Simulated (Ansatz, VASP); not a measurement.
**ZrC: VASP beside Ansatz**

```xyz
2
Lattice="0.0000 2.3543 2.3543 2.3543 0.0000 2.3543 2.3543 2.3543 0.0000" Properties=species:S:1:pos:R:3 pbc="T T T"
Zr    2.3543    2.3543    2.3543
C     0.0000    0.0000    0.0000
```

Alike in both runs: task relaxation of cell and atoms; functional PBE; k mesh 20 × 20 × 20; occupations gaussian, width 0.1 eV; no spin polarisation.

|  | VASP | Ansatz |
| --- | --- | --- |
| version | VASP 6.6.1 | Ansatz 0.2.0 |
| potentials or method | VASP PAW PBE potentials, release 64 (Zr_sv, C), cutoff 600 eV | scalar-relativistic, plane waves, PAW |
| valence electrons in the cell | 16 | 16 |

|  | VASP | Ansatz | Ansatz less VASP |
| --- | --- | --- | --- |
| gap on the k mesh at the Fermi level, each at its own relaxed structure (eV) | none | none | - |
| relaxed volume (Å³/atom) | 13.06 | 13.05 | -0.010 |
| relaxed length of the cell vector where the two differ most in proportion (Å) | 3.330 | 3.330 | -0.0009 |

A gap of «none» marks a metal or a gap that the smearing closes.
